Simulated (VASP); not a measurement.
Here is a VASP 6.6.1 calculation.

File INCAR:

```
SYSTEM = BP
  PREC = Accurate
  ENCUT = 600
  EDIFF = 1E-6
  ISMEAR = 0
  SIGMA = 0.01
  LREAL = .False.
  LASPH = .True.
  NELM = 80
  ALGO = Normal
  ISIF = 3
  LWAVE = .False.
  LCHARG = .False.
  GGA = CA
  IBRION = 2
  NSW = 100
  EDIFFG = -0.002
  PSTRESS = 150.0
```

Contents of KPOINTS:

```
regular mesh
0
Gamma
  8 8 8
  0 0 0
```

POSCAR

```
BP
1.0
    0.0000000000      2.2453815682      2.2453815682
    2.2453815682      0.0000000000      2.2453815682
    2.2453815682      2.2453815682      0.0000000000
B P
1 1
Direct
    0.0000000000      0.0000000000      0.0000000000
    0.7500000000      0.7500000000      0.7500000000
```

Potentials or basis: VASP PAW LDA potentials, release 64 (B, P).

Launch:

```sh
$ cat potpaw_LDA.64/B/POTCAR potpaw_LDA.64/P/POTCAR > POTCAR
$ mpirun -np 1 vasp_std > vasp.out
```

Question: What does it give for the band gap on the k mesh?

Answer: 1.10 eV, indirect (least direct gap 3.57 eV).

Question: What does it give for the space group after relaxing (to 0.05 Å)?

Answer: F-43m (No. 216).

Final structure:
```
B P
1.0
     0.00000    2.19002    2.19002
     2.19002    0.00000    2.19002
     2.19002    2.19002    0.00000
B P
1 1
Direct
  0.00000 0.00000 0.00000
  0.75000 0.75000 0.75000
```

Caveat: the cell is relaxed towards a set pressure, so the enthalpy falls and the energy may rise. Zero-point motion and thermal expansion aren't in these numbers.
